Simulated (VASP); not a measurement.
A run of VASP 6.6.1:

The input POSCAR:

```
CdF2
1.0
    0.0000000000      2.6825811146      2.6825811146
    2.6825811146      0.0000000000      2.6825811146
    2.6825811146      2.6825811146      0.0000000000
Cd F
1 2
Direct
    0.0000000000      0.0000000000      0.0000000000
    0.2500000000      0.2500000000      0.2500000000
    0.7500000000      0.7500000000      0.7500000000
```

The input INCAR.step1:

```
PREC     = Accurate       # precision mode
ENCUT    = 520            # plane-wave cutoff, eV
ISMEAR   = -1             # smearing method
SIGMA    = 0.02           # smearing width, eV
LREAL    = F              # projectors in reciprocal space
LASPH    = T              # aspherical terms in the spheres
NELM     = 100            # most SCF steps
NBANDS   = 20             # bands
GGA      = PE             # functional
ALGO     = Normal         # electronic algorithm
EDIFF    = 1E-4           # SCF threshold, eV
LWAVE    = T              # write WAVECAR
LCHARG   = F              # write CHGCAR
```

The input INCAR.step2:

```
PREC     = Accurate       # precision mode
ENCUT    = 520            # plane-wave cutoff, eV
EDIFF    = 1E-7           # SCF threshold, eV
ISMEAR   = -1             # smearing method
SIGMA    = 0.02           # smearing width, eV
LREAL    = F              # projectors in reciprocal space
LASPH    = T              # aspherical terms in the spheres
NELM     = 100            # most SCF steps
ALGO     = Normal         # electronic algorithm
ISIF     = 2              # what is computed and relaxed
LWAVE    = F              # write WAVECAR
LCHARG   = T              # write CHGCAR
METAGGA  = R2SCAN         # meta-GGA
LMIXTAU  = T            
LUSE_VDW = T            
IVDW_NL  = 2            
BPARAM   = 11.95        
CPARAM   = 0.0093       
LELF     = T              # ELF
LVHAR    = T            
NBANDS   = 20             # bands
ISTART   = 1
```

Contents of KPOINTS:

```
regular mesh
0
Gamma
  8 8 8
```

Potentials or basis: VASP PAW PBE potentials, release 64 (Cd, F).

Launch:

```bash
$ cat potpaw_PBE.64/Cd/POTCAR potpaw_PBE.64/F/POTCAR > POTCAR
$ cp INCAR.step1 INCAR
$ mpirun -np 1 vasp_std > vasp.out
$ cp INCAR.step2 INCAR
$ mpirun -np 1 vasp_std > vasp.out
```

Hardware: 1 thread of Intel(R) Xeon(R) Platinum 8259CL CPU @ 2.50GHz (Skylake/Cascade Lake), with other jobs on the host.

How long does it take, and how much memory?

Run time: 2.3 min on 1 thread of Intel(R) Xeon(R) Platinum 8259CL CPU @ 2.50GHz (Skylake/Cascade Lake), on a shared host, peak memory 0.26 GiB. Counts: k points 29.
